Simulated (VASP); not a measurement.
A run of VASP 6.6.1:

Contents of INCAR:

```
PREC = Accurate ; ENCUT = 520
EDIFF = 1E-7 ; ISMEAR = -1
SIGMA = 0.05 ; LREAL = False
LASPH = True ; NELM = 60
ALGO = Normal ; ISIF = 2
LWAVE = False ; LCHARG = False
GGA = RE ; IVDW = 13
NBANDS = 26
```

KPOINTS

```
regular mesh
0
Gamma
  7 7 4
```

Contents of POSCAR:

```
ZnO
1.0
    3.2490120010      0.0000000000      0.0000000000
   -1.6245060005      2.8137269301      0.0000000000
    0.0000000000      0.0000000000      5.2469514877
Zn O
2 2
Direct
    0.6666666667      0.3333333333      0.0000978525
    0.3333333333      0.6666666667      0.5000978525
    0.3333333333      0.6666666667      0.8789121475
    0.6666666667      0.3333333333      0.3789121475
```

Potentials or basis: VASP PAW PBE potentials, release 64 (Zn, O).

Run with:

```bash
$ cat potpaw_PBE.64/Zn/POTCAR potpaw_PBE.64/O/POTCAR > POTCAR
$ mpirun -np 1 vasp_std > vasp.out
```

Hardware: 1 thread of AMD EPYC 7R43 64-Core Processor (Zen 3), with other jobs on the host.

Problem. How long does it take, and how much memory?

Solution. Run time: 32 s on 1 thread of AMD EPYC 7R43 64-Core Processor (Zen 3) (shared host), peak memory 0.13 GiB. Counts: scf iterations 17, k points 24.
